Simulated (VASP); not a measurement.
# Mg9O8 (a cell with a defect) in VASP: relaxation of the atoms with PBE+D3(BJ)

Aim: the relaxation of the atoms of Mg9O8 (a cell with a defect) with PBE+D3(BJ).

Everything below comes from runs of VASP 6.6.1. Logs are shortened: lines on timing, memory, paths and dates and some standing lists are left out, and cuts for length are marked.

### Step 1. The cell of the first run

The cell holds a defect, 17 atoms: a = 5.957 Å, b = 5.957 Å, c = 5.957 Å, α = 60.00°, β = 60.00°, γ = 60.00°.

### Step 2. Relaxation of the atoms, PBE+D3(BJ)

INCAR

```
SYSTEM = Mg9O8
PREC     = Accurate       ! precision mode
ENCUT    = 520            ! plane-wave cutoff, eV
EDIFF    = 1E-6           ! SCF threshold, eV
ISMEAR   = 0              ! smearing method
SIGMA    = 0.02           ! smearing width, eV
LREAL    = Auto         
LASPH    = .True.         ! aspherical terms in the spheres
NELM     = 60             ! most SCF steps
ALGO     = Normal         ! electronic algorithm
ISIF     = 2              ! what is computed and relaxed
LWAVE    = .False.        ! write WAVECAR
LCHARG   = .False.        ! write CHGCAR
GGA      = PE             ! functional
IVDW     = 12             ! dispersion correction
IBRION   = 2              ! ionic algorithm
NSW      = 80             ! ionic steps
EDIFFG   = -0.03          ! ionic threshold
```

KPOINTS

```
Automatic mesh
0
Gamma
  2 2 2
  0 0 0
```

POSCAR

```
Mg9O8
1.0
    0.0000000000      4.2120000000      4.2120000000
    4.2120000000      0.0000000000      4.2120000000
    4.2120000000      4.2120000000      0.0000000000
Mg O
9 8
Direct
    0.0000000000      0.0000000000      0.0000000000
    0.0000000000      0.0000000000      0.5000000000
    0.0000000000      0.5000000000      0.0000000000
    0.0000000000      0.5000000000      0.5000000000
    0.5000000000      0.0000000000      0.0000000000
    0.5000000000      0.0000000000      0.5000000000
    0.5000000000      0.5000000000      0.0000000000
    0.5000000000      0.5000000000      0.5000000000
    0.8933111000      0.3705176000      0.3650476000
    0.2500000000      0.2500000000      0.2500000000
    0.2500000000      0.2500000000      0.7500000000
    0.2500000000      0.7500000000      0.2500000000
    0.2500000000      0.7500000000      0.7500000000
    0.7500000000      0.2500000000      0.2500000000
    0.7500000000      0.2500000000      0.7500000000
    0.7500000000      0.7500000000      0.2500000000
    0.7500000000      0.7500000000      0.7500000000
```

Potentials or basis: VASP PAW PBE potentials, release 64 (Mg, O).

Launch:

```sh
cat potpaw_PBE.64/Mg/POTCAR potpaw_PBE.64/O/POTCAR > POTCAR
mpirun -np 1 vasp_std > vasp.out
```

OUTCAR:

```text
SYSTEM = Mg9O8
   PREC = Accurate
   ENCUT = 520
   EDIFF = 1E-6
   ISMEAR = 0
   LREAL = Auto
   LASPH = .True.
   NELM = 60
   ISIF = 2
   GGA = PE
   IVDW = 12
   IBRION = 2
   NSW = 80
   EDIFFG = -0.03
 IVDW          = 12

 ion  position               nearest neighbor table
   1  0.000  0.000  0.000-  11 2.11  12 2.11  13 2.11  14 2.11  15 2.11  16 2.11   2 2.98   3 2.98
                             5 2.98   2 2.98   4 2.98   6 2.98   3 2.98   4 2.98   7 2.98   5 2.98
   2  0.000  0.000  0.500-   9 1.80  10 2.11  12 2.11  13 2.11  14 2.11  15 2.11  17 2.11   4 2.98
                             6 2.98   1 2.98   1 2.98   3 2.98   5 2.98   3 2.98   4 2.98   8 2.98
   3  0.000  0.500  0.000-   9 1.78  10 2.11  11 2.11  13 2.11  14 2.11  16 2.11  17 2.11   4 2.98
                             7 2.98   1 2.98   2 2.98   4 2.98   8 2.98   1 2.98   2 2.98   5 2.98
   4  0.000  0.500  0.500-   9 1.81  10 2.11  11 2.11  12 2.11  15 2.11  16 2.11  17 2.11   3 2.98
                             8 2.98   2 2.98   1 2.98   3 2.98   7 2.98   1 2.98   2 2.98   6 2.98
   5  0.500  0.000  0.000-  10 2.11  11 2.11  12 2.11  15 2.11  16 2.11  17 2.11   1 2.98   6 2.98
                             7 2.98   2 2.98   6 2.98   8 2.98   3 2.98   7 2.98   8 2.98   1 2.98
   6  0.500  0.000  0.500-  10 2.11  11 2.11  13 2.11  14 2.11  16 2.11  17 2.11   2 2.98   5 2.98
                             8 2.98   1 2.98   5 2.98   7 2.98   4 2.98   7 2.98   8 2.98   1 2.98
   7  0.500  0.500  0.000-  10 2.11  12 2.11  13 2.11  14 2.11  15 2.11  17 2.11   3 2.98   5 2.98
                             8 2.98   4 2.98   6 2.98   8 2.98   1 2.98   5 2.98   6 2.98   1 2.98
   8  0.500  0.500  0.500-   9 1.91  11 2.11  12 2.11  13 2.11  14 2.11  15 2.11  16 2.11   6 2.98
                             7 2.98   4 2.98   3 2.98   5 2.98   7 2.98   2 2.98   5 2.98   6 2.98
   9  0.893  0.371  0.365-  10 1.73   3 1.78   2 1.80   4 1.81  14 1.84  16 1.85  15 1.87   8 1.91
                             5 3.41   7 3.41   6 3.43   1 3.47   1 3.47   1 3.50   7 3.52   5 3.53
  10  0.250  0.250  0.250-   9 1.73   3 2.11   4 2.11   5 2.11   6 2.11   7 2.11   2 2.11
  11  0.250  0.250  0.750-   1 2.11   3 2.11   4 2.11   5 2.11   6 2.11   8 2.11
  12  0.250  0.750  0.250-   1 2.11   2 2.11   4 2.11   5 2.11   7 2.11   8 2.11
  13  0.250  0.750  0.750-   1 2.11   2 2.11   3 2.11   6 2.11   7 2.11   8 2.11
  14  0.750  0.250  0.250-   9 1.84   2 2.11   3 2.11   6 2.11   7 2.11   8 2.11   1 2.11
  15  0.750  0.250  0.750-   9 1.87   2 2.11   4 2.11   5 2.11   7 2.11   8 2.11   1 2.11
  16  0.750  0.750  0.250-   9 1.85   3 2.11   4 2.11   5 2.11   6 2.11   8 2.11   1 2.11
  17  0.750  0.750  0.750-   2 2.11   3 2.11   4 2.11   5 2.11   6 2.11   7 2.11

 -----------------------------------------------------------------------------
|                                                                             |
|           W    W    AA    RRRRR   N    N  II  N    N   GGGG   !!!           |
|           W    W   A  A   R    R  NN   N  II  NN   N  G    G  !!!           |
|           W    W  A    A  R    R  N N  N  II  N N  N  G       !!!           |
|           W WW W  AAAAAA  RRRRR   N  N N  II  N  N N  G  GGG   !            |
|           WW  WW  A    A  R   R   N   NN  II  N   NN  G    G                |
|           W    W  A    A  R    R  N    N  II  N    N   GGGG   !!!           |
|                                                                             |
|     The distance between some ions is very small. Please check the          |
|     nearest-neighbor list in the OUTCAR file.                               |
|     I HOPE YOU KNOW WHAT YOU ARE DOING!                                     |
|                                                                             |
 -----------------------------------------------------------------------------

  LATTYP: Found a face centered cubic cell.
 ALAT       =     8.4240000000

  Lattice vectors:

 A1 = (   0.0000000000,   4.2120000000,   4.2120000000)
 A2 = (   4.2120000000,   0.0000000000,   4.2120000000)
 A3 = (   4.2120000000,   4.2120000000,   0.0000000000)

Analysis of symmetry for initial positions (statically):
=====================================================================
 Subroutine PRICEL returns:
 Original cell was already a primitive cell.

 Routine SETGRP: Setting up the symmetry group for a
 face centered cubic supercell.

 Subroutine GETGRP returns: Found  1 space group operations
 (whereof  1 operations were pure point group operations)
 out of a pool of 48 trial point group operations.

The static configuration has the point symmetry C_1 .

Analysis of symmetry for dynamics (positions and initial velocities):
=====================================================================
 Subroutine PRICEL returns:
 Original cell was already a primitive cell.

 Routine SETGRP: Setting up the symmetry group for a
 face centered cubic supercell.

 Subroutine GETGRP returns: Found  1 space group operations
 (whereof  1 operations were pure point group operations)
 out of a pool of 48 trial point group operations.

The dynamic configuration has the point symmetry C_1 .

 Subroutine INISYM returns: Found  1 space group operations
 (whereof  1 operations are pure point group operations),
 and found     1 'primitive' translations

----------------------------------------------------------------------------------------

                                     Primitive cell

[... 61 lines left out ...]
     0.059354226 -0.059354226  0.059354226     0.000000000  0.500000000  0.000000000
     0.059354226  0.059354226 -0.059354226     0.000000000  0.000000000  0.500000000

  Length of vectors
     0.102804535  0.102804535  0.102804535

  Shift w.r.t. Gamma in fractional coordinates (k-lattice)
     0.000000000  0.000000000  0.000000000

 Subroutine IBZKPT returns following result:
 ===========================================

 Found      8 irreducible k-points:

 Following reciprocal coordinates:
            Coordinates               Weight
  0.000000  0.000000  0.000000      1.000000
  0.500000  0.000000  0.000000      1.000000
  0.000000  0.500000  0.000000      1.000000
  0.000000  0.000000  0.500000      1.000000
  0.500000  0.500000  0.500000      1.000000
  0.500000  0.500000  0.000000      1.000000
  0.000000  0.500000  0.500000      1.000000
  0.500000  0.000000  0.500000      1.000000
   k-points           NKPTS =      8   k-points in BZ     NKDIM =      8   number of bands    NBANDS=     42
   number of dos      NEDOS =    301   number of ions     NIONS =     17
   total plane-waves  NPLWV = 110592
   dimension x,y,z NGX =    48 NGY =   48 NGZ =   48
   dimension x,y,z NGXF=    96 NGYF=   96 NGZF=   96
   ions per type =               9   8
   NGX,Y,Z   is equivalent  to a cutoff of  13.40, 13.40, 13.40 a.u.
   NGXF,Y,Z  is equivalent  to a cutoff of  26.79, 26.79, 26.79 a.u.
 SYSTEM =  Mg9O8
   PREC   = accura    normal or accurate (medium, high low for compatibility)
   ISTART =      0    job   : 0-new  1-cont  2-samecut
   ICHARG =      2    charge: 1-file 2-atom 10-const
   ISPIN  =      1    spin polarized calculation?
   LNONCOLLINEAR =      F non collinear calculations
   LSORBIT =      F    spin-orbit coupling
   LASPH  =      T    aspherical Exc in radial PAW
   ENCUT  =  520.0 eV  38.22 Ry    6.18 a.u.  11.08 11.08 11.08*2*pi/ulx,y,z
   NELM   =     60;   NELMIN=  2; NELMDL= -5     # of ELM steps
   EDIFF  = 0.1E-05   stopping-criterion for ELM
   LREAL  =      T    real-space projection
   EDIFFG = -.3E-01   stopping-criterion for IOM
   NSW    =     80    number of steps for IOM
   IBRION =      2    ionic relax: 0-MD 1-quasi-New 2-CG
   NFREE  =      1    steps in history (QN), initial steepest desc. (CG)
   ISIF   =      2    stress and relaxation
   ISYM   =      2    0-nonsym 1-usesym 2-fastsym
   POTIM  = 0.5000    time-step for ionic-motion
   TEBEG  =    0.0;   TEEND  =   0.0 temperature during run
   PSTRESS=    0.0 pullay stress
   NELECT =      66.0000    total number of electrons
   NUPDOWN=      -1.0000    fix difference up-down
   EMIN   =  10.00;   EMAX   =-10.00  energy-range for DOS
   EFERMI =   0.00;   METHOD = LEGACY
   ISMEAR =     0;   SIGMA  =   0.02  broadening in eV -4-tet -1-fermi 0-gaus
   EFERMI_NEDOS =   21; number of points for ismear=-14 and -15
   IALGO  =     38    algorithm
   IMIX   =      4    mixing-type and parameters
     AMIX     =   0.40;   BMIX     =  1.00
     AMIX_MAG =   1.60;   BMIX_MAG =  1.00
  volume/ion in A,a.u.               =       8.79        59.33
  Fermi-wavevector in a.u.,A,eV,Ry     =   1.246688  2.355899 21.146596  1.554231
  Thomas-Fermi vector in A             =   2.380854
   LORBIT       =      0    0 simple, 1 ext, 2 COOP (PROOUT), +10 PAW based schemes
   GGA     = PE    functional components
   LHFCALC =     F    Hartree Fock is set to
   AEXX    =    0.0000 exact exchange contribution
   IVDW    =    12    specifies the selected vdW correction
   LEPSILON=     F    determine dielectric tensor
   LRPA    =     F    only Hartree local field effects (RPA)
 conjugate gradient relaxation of ions
 non-spin polarized calculation
 Gauss-broadening in eV      SIGMA  =   0.02
  energy-cutoff  :      520.00
  volume of cell :      149.45
 maximum number of plane-waves:      4044
 NGX is ok and might be reduce to    48
   NGX = 23   NGY = 23   NGZ = 23

--------------------------------------- Ionic step        1  -------------------------------------------

 number of electron      66.0000037 magnetization

 Free energy of the ion-electron system (eV)
  ---------------------------------------------------
  ext. energy  EPLUGINS =         0.00000000
  ---------------------------------------------------
  free energy    TOTEN  =       -75.57946261 eV

  energy without entropy =      -75.57573874  energy(sigma->0) =      -75.57760068

------------------------ aborting loop because EDIFF is reached ----------------------------------------

 Edisp (eV)   -5.64669

 E8    (eV) :    -2.2374
[... 150 lines left out ...]
  FREE ENERGIE OF THE ION-ELECTRON SYSTEM (eV)
  ---------------------------------------------------
  free  energy   TOTEN  =       -87.0935383353 eV

  energy  without entropy=      -87.0901187538  energy(sigma->0) =      -87.09182854

[... ionic steps 4 to 33 ...]

--------------------------------------- Ionic step       34  -------------------------------------------

 number of electron      65.9999999 magnetization

------------------------ aborting loop because EDIFF is reached ----------------------------------------
[... 105 lines left out ...]
--------------------------------------- Ionic step       36  -------------------------------------------

 number of electron      66.0000000 magnetization

 Free energy of the ion-electron system (eV)
  ---------------------------------------------------
  ext. energy  EPLUGINS =         0.00000000
  ---------------------------------------------------
  free energy    TOTEN  =       -81.77983669 eV

  energy without entropy =      -81.77983652  energy(sigma->0) =      -81.77983661

 E-fermi :  10.2659     XC(G=0): -11.4390

 val. band max:       10.2034263749   @ k =   0.0000   0.0000   0.0000
 cond. band min:      10.3285751804   @ k =   0.5000   0.5000   0.5000
 fundamental gap:      0.1251488055
 Fermi energy:        10.2658603607

 k-point     1 :       0.0000    0.0000    0.0000
  band No.  band energies     occupation
      1     -13.7248      2.00000
      2     -12.5067      2.00000
      3     -12.4350      2.00000
      4     -12.3848      2.00000
      5     -12.3452      2.00000
      6     -12.1716      2.00000
[... 397 lines left out ...]
  FREE ENERGIE OF THE ION-ELECTRON SYSTEM (eV)
  ---------------------------------------------------
  free  energy   TOTEN  =       -87.4398230588 eV

  energy  without entropy=      -87.4398228925  energy(sigma->0) =      -87.43982298

 reached required accuracy - stopping structural energy minimisation
```

Wall time 39 min (1 thread of Intel Xeon Platinum 8259CL at 2.50GHz (Skylake/Cascade Lake), shared host); peak memory 0.36 GiB.

What came out:

```
Free energy                  : -87.4398 eV
Energy gained by relaxing    : 365.5 meV/atom
Ionic steps                  : 36
Pressure after relaxing      : 36.3 GPa
Largest force after relaxing : 0.026 eV/Å
Band gap on the k mesh       : zero (bands 33 and 34 overlap by 0.41 eV)
Dispersion energy per atom   : -0.333 eV
```

Forces in eV/Å, atoms in the order of the input:
```
Mg  -0.003  0.010  0.003
Mg  -0.009 -0.003 -0.001
Mg  -0.006 -0.002  0.010
Mg  -0.001 -0.006  0.004
Mg  -0.003  0.000 -0.005
Mg   0.009  0.001 -0.007
Mg  -0.009  0.013 -0.008
Mg   0.004 -0.002  0.000
Mg  -0.002 -0.018 -0.018
O    0.010 -0.016  0.000
O    0.009  0.001  0.009
O    0.004  0.012  0.003
O   -0.015  0.005 -0.008
O    0.006  0.008  0.011
O    0.008 -0.010  0.005
O    0.004 -0.001  0.007
O   -0.006  0.009 -0.007
```

Step by step:
```csv
step,energy change (eV),largest force (eV/Å),pressure (GPa)
1,0.0000,11.0357,40.88
2,-2.3016,9.8445,47.75
3,-5.8674,1.1529,39.39
4,-6.0777,0.9898,38.13
5,-6.0789,1.1561,38.05
6,-6.1638,0.3378,36.90
7,-6.1642,0.3088,36.96
8,-6.1858,0.2179,36.80
9,-6.1894,0.3166,36.73
10,-6.1913,0.2157,36.59
11,-6.1926,0.0870,36.63
12,-6.1934,0.0464,36.59
13,-6.1936,0.0678,36.55
14,-6.1942,0.0442,36.55
15,-6.1944,0.0587,36.55
16,-6.1949,0.0485,36.55
17,-6.1957,0.0478,36.55
18,-6.1963,0.0597,36.55
19,-6.1965,0.1330,36.54
20,-6.1968,0.1324,36.54
21,-6.1976,0.1295,36.53
22,-6.1989,0.1274,36.50
23,-6.1996,0.1467,36.43
24,-6.1997,0.1313,36.45
25,-6.2005,0.1248,36.43
26,-6.2024,0.1205,36.38
27,-6.2037,0.2270,36.33
28,-6.2056,0.1897,36.32
29,-6.2068,0.1194,36.31
30,-6.2085,0.1016,36.30
31,-6.2108,0.1441,36.28
32,-6.2121,0.0587,36.30
33,-6.2125,0.0677,36.32
34,-6.2130,0.0386,36.30
35,-6.2134,0.0399,36.28
36,-6.2137,0.0259,36.28
```

Final structure:
```xyz
17
Lattice="0.0000 4.2120 4.2120 4.2120 0.0000 4.2120 4.2120 4.2120 0.0000" Properties=species:S:1:pos:R:3 pbc="T T T"
Mg    0.0247    4.2231    4.2144
Mg    6.1378    2.2902    4.0355
Mg    6.0780    3.9675    2.3533
Mg    4.3542    2.2635    2.2656
Mg    0.0247    2.1069    2.0984
Mg    6.3453    4.2504    6.2866
Mg    2.1207    2.1070    4.2139
Mg    4.3508    4.0586    4.0615
Mg    3.0323    5.2155    5.3263
O     2.1246    2.2460    2.1609
O     4.1485    4.2660    2.0558
O     4.1543    2.0558    4.2645
O     6.3810    4.2824    4.2776
O     2.1287    4.1617    4.0833
O     4.1985    6.2903    4.2462
O     4.2928    4.2262    6.3061
O     6.3811    6.2571    6.2532
```

Caveat: the k points lie up to 0.65 Å⁻¹ apart.
